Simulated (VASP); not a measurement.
Set up this calculation in VASP 6.6.1, as the native input.

| Quantity | Value |
| --- | --- |
| Task | relaxation of cell and atoms |
| Functional | PBEsol |
| Potentials or basis | VASP PAW PBE potentials, release 64 (S) |
| Cutoff | 500 eV |
| k mesh | 14 × 14 × 14 |
| Occupations | fermi-dirac, width 0.1 eV |
| Spin | no spin polarisation |
| Dipole correction | no |
| Further INCAR settings | ALGO = Normal; EDIFF = 1e-07; IBRION = 2; EDIFFG = -0.01; NSW = 50; ISIF = 3 |

The structure of S lies in POSCAR:

```
S
1.0
    1.6385000000      0.9459884161      0.8613333333
   -1.6385000000      0.9459884161      0.8613333333
    0.0000000000     -1.8919768321      0.8613333333
S
1
Direct
    0.0000000000      0.0000000000      0.0000000000
```

These files were run (other wordings do the same):

INCAR

```
SYSTEM = S
PREC = Accurate
ENCUT = 500
EDIFF = 1E-7
ISMEAR = -1
SIGMA = 0.1
LREAL = .FALSE.
LASPH = .TRUE.
NELM = 120
ALGO = Normal
ISIF = 3
LWAVE = .FALSE.
LCHARG = .FALSE.
GGA = PS
IBRION = 2
NSW = 50
EDIFFG = -0.01
GGA_COMPAT = .FALSE.
NELMIN = 4
```

KPOINTS

```
regular mesh
0
G
  14 14 14
  0 0 0
```

Potentials or basis: VASP PAW PBE potentials, release 64 (S).

Run with:

```bash
$ cat potpaw_PBE.64/S/POTCAR > POTCAR
$ mpirun -np 1 vasp_std > vasp.out
```

It gave:

```
Relaxed volume                        : 15.95 Å³/atom
Relaxed cell                          : a = 2.532 Å, b = 2.532 Å, c = 2.532 Å, α = 95.98°, β = 95.98°, γ = 95.98°
Space group after relaxing (to 0.1 Å) : R-3m (No. 166)
Energy gained by relaxing             : 2956.4 meV/atom
Ionic steps                           : 14
Pressure after relaxing               : 0.0 GPa
Band gap on the k mesh                : zero (bands 3 and 4 overlap by 5.86 eV)
```

Caveat: the volume moved by over 15 % at a fixed basis, so the end points are rough; the PAW data sets were made with another functional, which shifts forces and pressure a little.

It took 29 s on 1 thread of Intel(R) Xeon(R) 6975P-C (Granite Rapids), with other jobs on the host, peak memory 0.12 GiB.
